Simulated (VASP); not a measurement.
Mo:

```
CELL_PARAMETERS angstrom
2.73551 0.00000 0.00000
-1.36776 2.36902 0.00000
0.00000 0.00000 2.55518
ATOMIC_POSITIONS crystal
Mo 0.00000 0.00000 0.50000
```

- Program: VASP 6.6.1
- Task: relaxation of cell and atoms
- Functional: PBEsol
- Potentials or basis: VASP PAW PBE potentials, release 64 (Mo_sv)
- Cutoff: 600 eV
- k mesh: 14 × 14 × 13
- Occupations: gaussian, width 0.1 eV
- Spin: no spin polarisation

At the start: pressure -3.0 GPa; volume 16.56 Å³/atom.

Task: Where does the relaxation end?

Result: Over 5 steps the energy falls by 4.9 meV/atom and the volume is 16.34 Å³/atom (-1.3 %); space group P6/mmm (No. 191, to 0.05 Å).

Step by step:
```csv
step,energy change (eV),largest force (eV/Å),pressure (GPa),volume (Å³)
1,0.0000,0.0000,-3.03,16.56
2,0.0084,0.0000,7.67,15.82
3,-0.0044,0.0000,0.77,16.28
4,-0.0046,0.0000,-0.64,16.38
5,-0.0049,0.0000,-0.04,16.34
```

Final structure:
```cif
data_structure
_symmetry_space_group_name_H-M 'P 1'
_symmetry_Int_Tables_number 1
_cell_length_a 2.7374
_cell_length_b 2.7374
_cell_length_c 2.5173
_cell_angle_alpha 90.000
_cell_angle_beta 90.000
_cell_angle_gamma 120.000
_cell_volume 16.34
loop_
_atom_site_label
_atom_site_type_symbol
_atom_site_fract_x
_atom_site_fract_y
_atom_site_fract_z
_atom_site_occupancy
Mo1 Mo 0.00000 0.00000 0.50000 1
```

Caveat: the PAW data sets were made with another functional, which shifts forces and pressure a little.
